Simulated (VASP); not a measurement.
# Ti4O in VASP: further runs

The runs below take Ti4O through single point, with PBE.

All numbers are computed with VASP 6.6.1; they aren't measurements. Logs are shortened: lines on timing, memory, paths and dates and some standing lists are left out, and cuts for length are marked.

## 1. The cell of the first run

The cell holds a slab with vacuum, 5 atoms: a = 2.908 Å, b = 4.112 Å, c = 19.654 Å, α = 90.00°, β = 90.00°, γ = 90.00°.

## 2. Single point, PBE

The input, INCAR:

```
PREC = Accurate ; ENCUT = 520
EDIFF = 1E-6 ; ISMEAR = 0
SIGMA = 0.1 ; LREAL = False
LASPH = True ; NELM = 100
ALGO = Normal ; ISIF = 2
LWAVE = False ; LCHARG = True
LDIPOL = True ; IDIPOL = 3
DIPOL = 0.5 0.5 0.332 ; GGA = PE
LELF = True ; LVHAR = True
LVACPOTAV = True ; NBANDS = 35
```

The input, KPOINTS:

```
Automatic mesh
0
Gamma
  9 7 1
```

The input, POSCAR:

```
Ti4O
1.0
    2.9075446938      0.0000000000      0.0000000000
    0.0000000000      4.1118891392      0.0000000000
    0.0000000000      0.0000000000     19.6535692687
Ti O
4 1
Direct
    0.5000000000      0.5000000000      0.2035253722
    0.0000000000      0.0000000000      0.2774952616
    0.5000000000      0.5000000000      0.3439484703
    0.0000000000      0.0000000000      0.4148645550
    0.0000000000      0.5000000000      0.4221542939
```

Potentials or basis: VASP PAW PBE potentials, release 64 (Ti_sv, O).

Started as:

```console
$ cat potpaw_PBE.64/Ti_sv/POTCAR potpaw_PBE.64/O/POTCAR > POTCAR
$ mpirun -np 1 vasp_std > vasp.out
```

OUTCAR:

```text
PREC = Accurate
   ENCUT = 520
   EDIFF = 1E-6
   ISMEAR = 0
   LREAL = False
   LASPH = True
   NELM = 100
   ISIF = 2
   GGA = PE

 ion  position               nearest neighbor table
   1  0.500  0.500  0.204-   3 2.76   2 2.91   2 2.91   2 2.91   2 2.91
   2  0.000  0.000  0.277-   4 2.70   3 2.84   3 2.84   3 2.84   3 2.84   1 2.91   1 2.91   1 2.91
                             1 2.91
   3  0.500  0.500  0.344-   5 2.12   5 2.12   1 2.76   2 2.84   2 2.84   2 2.84   2 2.84   4 2.88
                             4 2.88   4 2.88   4 2.88
   4  0.000  0.000  0.415-   5 2.06   5 2.06   2 2.70   3 2.88   3 2.88   3 2.88   3 2.88
   5  0.000  0.500  0.422-   4 2.06   4 2.06   3 2.12   3 2.12

  LATTYP: Found a simple orthorhombic cell.
 ALAT       =     2.9075446938
 B/A-ratio  =     1.4142135624
 C/A-ratio  =     6.7595071920

  Lattice vectors:

 A1 = (   2.9075446938,   0.0000000000,   0.0000000000)
 A2 = (   0.0000000000,   4.1118891392,   0.0000000000)
 A3 = (   0.0000000000,   0.0000000000,  19.6535692687)

Analysis of symmetry for initial positions (statically):
=====================================================================
 Subroutine PRICEL returns:
 Original cell was already a primitive cell.

 Routine SETGRP: Setting up the symmetry group for a
 simple orthorhombic supercell.

 Subroutine GETGRP returns: Found  4 space group operations
 (whereof  4 operations were pure point group operations)
 out of a pool of  8 trial point group operations.

The static configuration has the point symmetry C_2v.

Analysis of symmetry for dynamics (positions and initial velocities):
=====================================================================
 Subroutine PRICEL returns:
 Original cell was already a primitive cell.

 Routine SETGRP: Setting up the symmetry group for a
 simple orthorhombic supercell.

 Subroutine GETGRP returns: Found  4 space group operations
 (whereof  4 operations were pure point group operations)
 out of a pool of  8 trial point group operations.

The dynamic configuration has the point symmetry C_2v.

 Subroutine INISYM returns: Found  4 space group operations
 (whereof  4 operations are pure point group operations),
 and found     1 'primitive' translations

----------------------------------------------------------------------------------------

                                     Primitive cell

  volume of cell :     234.9683

  direct lattice vectors                    reciprocal lattice vectors
     2.907544694  0.000000000  0.000000000     0.343932804  0.000000000  0.000000000
     0.000000000  4.111889139  0.000000000     0.000000000  0.243197218  0.000000000
     0.000000000  0.000000000 19.653569269     0.000000000  0.000000000  0.050881343

  length of vectors
     2.907544694  4.111889139 19.653569269     0.343932804  0.243197218  0.050881343

  position of ions in fractional coordinates (direct lattice)
     0.500000000  0.500000000  0.203525372
     0.000000000  0.000000000  0.277495262
     0.500000000  0.500000000  0.343948470
     0.000000000  0.000000000  0.414864555
     0.000000000  0.500000000  0.422154294

  ion indices of the primitive-cell ions
   primitive index   ion index
                 1           1
                 2           2
                 3           3
                 4           4
                 5           5

----------------------------------------------------------------------------------------

 KPOINTS: Automatic mesh

Automatic generation of k-mesh.
 Grid dimensions read from file:
 generate k-points for:    9    7    1

 Generating k-lattice:

  Cartesian coordinates                     Fractional coordinates (reciprocal lattice)
     0.038214756  0.000000000  0.000000000     0.111111111  0.000000000  0.000000000
     0.000000000  0.034742460  0.000000000     0.000000000  0.142857143  0.000000000
     0.000000000  0.000000000  0.050881343     0.000000000  0.000000000  1.000000000

  Length of vectors
     0.038214756  0.034742460  0.050881343

  Shift w.r.t. Gamma in fractional coordinates (k-lattice)
     0.000000000  0.000000000  0.000000000

 Subroutine IBZKPT returns following result:
 ===========================================

 Found     20 irreducible k-points:

 Following reciprocal coordinates:
            Coordinates               Weight
  0.000000  0.000000  0.000000      1.000000
  0.111111  0.000000  0.000000      2.000000
  0.222222  0.000000  0.000000      2.000000
  0.333333  0.000000  0.000000      2.000000
  0.444444  0.000000  0.000000      2.000000
  0.000000  0.142857  0.000000      2.000000
[... 12 lines left out ...]
  0.333333  0.428571  0.000000      4.000000
  0.444444  0.428571  0.000000      4.000000
   k-points           NKPTS =     20   k-points in BZ     NKDIM =     20   number of bands    NBANDS=     35
   number of dos      NEDOS =    301   number of ions     NIONS =      5
   total plane-waves  NPLWV = 115200
   dimension x,y,z NGX =    24 NGY =   32 NGZ =  150
   dimension x,y,z NGXF=    48 NGYF=   64 NGZF=  300
   ions per type =               4   1
   NGX,Y,Z   is equivalent  to a cutoff of  13.72, 12.94, 12.69 a.u.
   NGXF,Y,Z  is equivalent  to a cutoff of  27.45, 25.88, 25.38 a.u.
 SYSTEM =  unknown system
   PREC   = accura    normal or accurate (medium, high low for compatibility)
   ISTART =      0    job   : 0-new  1-cont  2-samecut
   ICHARG =      2    charge: 1-file 2-atom 10-const
   ISPIN  =      1    spin polarized calculation?
   LNONCOLLINEAR =      F non collinear calculations
   LSORBIT =      F    spin-orbit coupling
   LASPH  =      T    aspherical Exc in radial PAW
   ENCUT  =  520.0 eV  38.22 Ry    6.18 a.u.   5.41  7.65 36.54*2*pi/ulx,y,z
   NELM   =    100;   NELMIN=  2; NELMDL= -5     # of ELM steps
   EDIFF  = 0.1E-05   stopping-criterion for ELM
   LREAL  =      F    real-space projection
   EDIFFG = 0.1E-04   stopping-criterion for IOM
   NSW    =      0    number of steps for IOM
   IBRION =     -1    ionic relax: 0-MD 1-quasi-New 2-CG
   NFREE  =      0    steps in history (QN), initial steepest desc. (CG)
   ISIF   =      2    stress and relaxation
   ISYM   =      2    0-nonsym 1-usesym 2-fastsym
   POTIM  = 0.5000    time-step for ionic-motion
   TEBEG  =    0.0;   TEEND  =   0.0 temperature during run
   PSTRESS=    0.0 pullay stress
   NELECT =      54.0000    total number of electrons
   NUPDOWN=      -1.0000    fix difference up-down
   EMIN   =  10.00;   EMAX   =-10.00  energy-range for DOS
   EFERMI =   0.00;   METHOD = LEGACY
   ISMEAR =     0;   SIGMA  =   0.10  broadening in eV -4-tet -1-fermi 0-gaus
   EFERMI_NEDOS =   21; number of points for ismear=-14 and -15
   IALGO  =     38    algorithm
   IMIX   =      4    mixing-type and parameters
     AMIX     =   0.40;   BMIX     =  1.00
     AMIX_MAG =   1.60;   BMIX_MAG =  1.00
  volume/ion in A,a.u.               =      46.99       317.13
  Fermi-wavevector in a.u.,A,eV,Ry     =   1.002774  1.894968 13.681412  1.005555
  Thomas-Fermi vector in A             =   2.135283
   LORBIT       =      0    0 simple, 1 ext, 2 COOP (PROOUT), +10 PAW based schemes
   GGA     = PE    functional components
   LHFCALC =     F    Hartree Fock is set to
   AEXX    =    0.0000 exact exchange contribution
   IVDW    =     0    specifies the selected vdW correction
   LEPSILON=     F    determine dielectric tensor
   LRPA    =     F    only Hartree local field effects (RPA)
 non-spin polarized calculation
 Gauss-broadening in eV      SIGMA  =   0.10
  energy-cutoff  :      520.00
  volume of cell :      234.97
 maximum number of plane-waves:      6369
 NGX is ok and might be reduce to    24
   NGX = 11   NGY = 15   NGZ = 73

 dipolmoment           0.000000      0.000000      0.007752 electrons x Angstroem

 number of electron      54.0000017 magnetization

 dipolmoment           0.000000      0.000000     -0.028222 electrons x Angstroem

 Free energy of the ion-electron system (eV)
  ---------------------------------------------------
  ext. energy  EPLUGINS =         0.00000000
  ---------------------------------------------------
  free energy    TOTEN  =       -38.60196408 eV

  energy without entropy =      -38.56547883  energy(sigma->0) =      -38.58372145

 E-fermi :   0.5738     XC(G=0):  -4.6272

 val. band max:        0.5527894129   @ k =   0.2222   0.1429   0.0000
 cond. band min:       0.5836145575   @ k =   0.2222   0.4286   0.0000
 fundamental gap:      0.0308251446
 Fermi energy:         0.5737787159

 k-point     1 :       0.0000    0.0000    0.0000
  band No.  band energies     occupation
      1     -56.4619      2.00000
      2     -56.4359      2.00000
      3     -56.1775      2.00000
      4     -55.8623      2.00000
      5     -32.8637      2.00000
      6     -32.8613      2.00000
[... 27 lines left out ...]
     34       2.1532      0.00000
     35       2.2873      0.00000

 k-point     2 :       0.1111    0.0000    0.0000
  band No.  band energies     occupation
      1     -56.4560      2.00000
      2     -56.4311      2.00000
      3     -56.1727      2.00000
      4     -55.8589      2.00000
      5     -32.8606      2.00000
      6     -32.8463      2.00000
[... 27 lines left out ...]
     34       2.3305      0.00000
     35       2.4340      0.00000

 k-point     3 :       0.2222    0.0000    0.0000
  band No.  band energies     occupation
      1     -56.4410      2.00000
      2     -56.4187      2.00000
      3     -56.1604      2.00000
      4     -55.8501      2.00000
      5     -32.8555      2.00000
      6     -32.8114      2.00000
[... 27 lines left out ...]
     34       2.2891      0.00000
     35       2.6151      0.00000
[... 571 lines left out ...]
 k-point    19 :       0.3333    0.4286    0.0000
  band No.  band energies     occupation
      1     -56.4205      2.00000
      2     -56.4039      2.00000
      3     -56.1463      2.00000
      4     -55.8426      2.00000
      5     -32.9292      2.00000
      6     -32.8437      2.00000
[... 27 lines left out ...]
     34       2.1735      0.00000
     35       2.7608      0.00000

 k-point    20 :       0.4444    0.4286    0.0000
  band No.  band energies     occupation
      1     -56.4114      2.00000
      2     -56.3950      2.00000
      3     -56.1366      2.00000
      4     -55.8337      2.00000
      5     -32.9709      2.00000
      6     -32.8988      2.00000
[... 27 lines left out ...]
     34       2.5762      0.00000
     35       2.9112      0.00000

------------------------ aborting loop because EDIFF is reached ----------------------------------------

  FORCE on cell =-STRESS in cart. coord.  units (eV):
  Direction    XX          YY          ZZ          XY          YZ          ZX
  --------------------------------------------------------------------------------------
  -------------------------------------------------------------------------------------
  Total        0.3211834     -5.4119406      0.2994134      0.0000000      0.0000000      0.0000000
  in kB        2.1900522    -36.9023800      2.0416091      0.0000000      0.0000000      0.0000000
  external PRESSURE =     -10.8902395 kB  Pullay stress =       0.0000000 kB

 VOLUME and BASIS-vectors are now :
 -----------------------------------------------------------------------------
  energy-cutoff  :      520.00
  volume of cell :      234.97
      direct lattice vectors                 reciprocal lattice vectors
     2.907544694  0.000000000  0.000000000     0.343932804  0.000000000  0.000000000
     0.000000000  4.111889139  0.000000000     0.000000000  0.243197218  0.000000000
     0.000000000  0.000000000 19.653569269     0.000000000  0.000000000  0.050881343

 POSITION                                       TOTAL-FORCE (eV/Angst)
 -----------------------------------------------------------------------------------
      1.45377      2.05594      4.00000         0.000000      0.000000      0.308003
      0.00000      0.00000      5.45377         0.000000      0.000000     -0.948955
      1.45377      2.05594      6.75982         0.000000      0.000000      0.677531
      0.00000      0.00000      8.15357         0.000000      0.000000     -0.066605
      0.00000      2.05594      8.29684         0.000000      0.000000      0.030026
 -----------------------------------------------------------------------------------
    total drift:                                0.000000     -0.000000      0.000538

  FREE ENERGIE OF THE ION-ELECTRON SYSTEM (eV)
  ---------------------------------------------------
  free  energy   TOTEN  =       -38.6019640821 eV

  energy  without entropy=      -38.5654788270  energy(sigma->0) =      -38.58372145

 vacuum level on the upper side and lower side of the slab         3.510         3.936
```

Run time: 2.9 min. Hardware: 1 thread of Intel Xeon 6975P-C (Granite Rapids), shared host; peak memory 0.39 GiB.

Results:

```yaml
Free_energy: -38.6020 eV
Largest_force: 0.949 eV/Å
Band_gap_on_the_k_mesh: zero (band 27 reaches 0.76 eV, above the bottom of band 28 at 0.26 eV)
```

Forces on the atoms (eV/Å):
```
Ti   0.000  0.000  0.308
Ti   0.000  0.000 -0.949
Ti   0.000  0.000  0.678
Ti   0.000  0.000 -0.067
O    0.000  0.000  0.030
```

(Part 1 of 2 ends here.)
